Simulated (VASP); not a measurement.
Runs of VASP 6.6.1 on GaN (ref). The structure is that of space group P6_3/mmc (No. 194), or close to it. The cells are those of the table. 

```csv
task,cell,k mesh,cutoff (eV),smearing,gap on the mesh (eV),pressure (GPa)
relaxation of cell and atoms,"relaxed from a = 3.189, b = 3.189, c = 5.185 Å, angles 90.0, 90.0, 120.0°, 4 atoms",9 × 9 × 4,600,gaussian 0.1 eV,1.85,0.1
single point,"a = 3.300, b = 3.300, c = 4.757 Å, angles 90.0, 90.0, 120.0°, 4 atoms",12 × 12 × 8,520,gaussian 0.02 eV,1.87,(a)
single point,"a = 3.304, b = 3.304, c = 4.731 Å, angles 90.0, 90.0, 120.0°, 4 atoms",9 × 9 × 4,520,gaussian 0.1 eV,1.89,1.0
single point,"a = 3.189, b = 3.189, c = 5.185 Å, angles 90.0, 90.0, 120.0°, 4 atoms",6 × 6 × 4,520,gaussian 0.1 eV,2.34,(b)
```

Alike in all rows: level r2SCAN; potentials or basis VASP PAW PBE potentials, release 64 (Ga_d, N); no spin polarisation.

**Question.** Estimate the missing entries.

**Answer.** (a) 0.9; (b) 10.5.

Caveats: the PAW data sets were made with another functional, which shifts forces and pressure a little.

A k mesh can miss the band edges, and the runs leave out spin-orbit coupling on Ga.
